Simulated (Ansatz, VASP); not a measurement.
One calculation of KF, two programs

```
CELL_PARAMETERS angstrom
0.00000 2.71054 2.40560
2.90027 0.00000 2.40560
2.90027 2.71054 0.00000
ATOMIC_POSITIONS crystal
K 0.00000 0.00000 0.00000
F 0.50000 0.50000 0.50000
```

Change from the starting cell: normal strain along x +0.0700, normal strain along z -0.1125.

Alike in both runs: task single point; functional PBE; k mesh 8 × 8 × 8; occupations gaussian, width 0.05 eV; no spin polarisation.

|  | VASP | Ansatz |
| --- | --- | --- |
| version | VASP 6.6.1 | Ansatz 0.2.0 |
| potentials or method | VASP PAW PBE potentials, release 64 (K_sv, F), cutoff 520 eV | scalar-relativistic, plane waves, PAW |
| valence electrons in the cell | 16 | 16 |

```csv
,VASP,Ansatz,Ansatz less VASP
gap on the k mesh at the Fermi level (eV),5.81,5.83,+0.020
least direct gap on the mesh (eV),5.81,5.83,+0.020
pressure (GPa),4.4,4.3,-0.13
"traceless stress, the component that is largest in VASP (GPa)",8.96,8.62,-0.340
```

With one functional, cell and mesh, what is left measures potentials, basis and numerics.
